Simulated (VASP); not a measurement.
MgS: single point with PBE

The system is MgS.

```xyz
2
Lattice="0.0000 2.6016 2.5756 2.6016 0.0000 2.5756 2.6016 2.6016 0.0000" Properties=species:S:1:pos:R:3 pbc="T T T"
Mg    0.0000    0.0000    0.0000
S     2.6016    2.6016    2.5756
```

This cell differs from its parent crystal: zz strain of -1 %.

```json
{
 "Program": "VASP 6.6.1",
 "Task": "single point",
 "Functional": "PBE",
 "Potentials or basis": "VASP PAW PBE potentials, release 64 (Mg, S)",
 "Cutoff": "520 eV",
 "k mesh": "8 × 8 × 8",
 "Occupations": "fermi-dirac, width 0.01 eV",
 "Spin": "no spin polarisation",
 "Dipole correction": "no",
 "Further INCAR settings": "ALGO = Normal; EDIFF = 1e-06; NBANDS = 11"
}
```

The pressure is 1.7 GPa and the band gap on the k mesh is 2.75 eV, indirect (least direct gap 3.78 eV).

Stress tensor (GPa, compression positive):
```
1.30 0.00 0.00
0.00 1.30 0.00
0.00 0.00 2.44
```

Levels at points of the mesh, in eV from the valence-band top:
| k point | band 1 | band 2 | band 3 | band 4 | band 5 | band 6 | band 7 | band 8 | band 9 |
| --- | --- | --- | --- | --- | --- | --- | --- | --- | --- |
| (0.00, 0.00, 0.00) | -12.74 | -0.04 | 0.00 | 0.00 | 3.78 | 7.90 | 7.90 | 8.00 | 10.28 |
| (0.50, 0.00, 0.00) | -11.41 | -4.90 | -0.63 | -0.60 | 4.55 | 6.85 | 6.96 | 10.21 | 12.20 |
| (0.50, 0.50, 0.00) | -11.00 | -4.25 | -1.75 | -1.75 | 2.75 | 4.33 | 12.16 | 12.85 | 13.42 |
| (0.50, 0.00, 0.50) | -11.04 | -4.26 | -1.75 | -1.66 | 2.80 | 4.36 | 12.05 | 12.82 | 13.34 |

Wall time 9.2 s on 1 thread of Intel(R) Xeon(R) 6975P-C (Granite Rapids), with other jobs on the host, peak memory 0.17 GiB.

Caveat: the cell differs from its parent crystal (zz strain of -1 %). A k mesh can miss the band edges.
